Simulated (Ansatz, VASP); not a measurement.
# WSe2: VASP beside Ansatz

```
W Se
1.0
     3.24970    0.00000    0.00000
    -1.62485    2.81432    0.00000
     0.00000    0.00000   12.82021
W Se
2 4
Cartesian
  0.0000 1.8762 3.2051
  1.6249 0.9381 9.6152
  0.0000 1.8762 7.9483
  1.6249 0.9381 1.5382
  0.0000 1.8762 11.2820
  1.6249 0.9381 4.8719
```

Alike in both runs: task single point; functional LDA; k mesh 8 × 8 × 2; no spin polarisation.

|  | VASP | Ansatz |
| --- | --- | --- |
| version | VASP 6.6.1 | Ansatz 0.2.0 |
| potentials or method | VASP PAW LDA potentials, release 64 (W_sv, Se), cutoff 520 eV | all-electron LAPW, scalar-relativistic |
| occupations | gaussian, width 0.01 eV | fixed |

|  | VASP | Ansatz | Ansatz less VASP |
| --- | --- | --- | --- |
| gap on the k mesh at the Fermi level (eV) | 0.99 | 1.00 | +0.014 |
| pressure (GPa) | 0.8 | 0.1 | -0.74 |
| traceless stress, the component that is largest in VASP (GPa) | 0.13 | -0.02 | -0.148 |
| rms of the force components (eV/Å) | 0.048 | 0.001 | -0.0467 |

LDA's correlation is that of Perdew and Zunger in VASP and of Perdew and Wang (1992) in Ansatz. Atom by atom the forces differ by 0.047 eV/Å (rms over components). Ansatz ran all-electron here, and VASP with PAW potentials.

Spin-orbit coupling is off throughout.
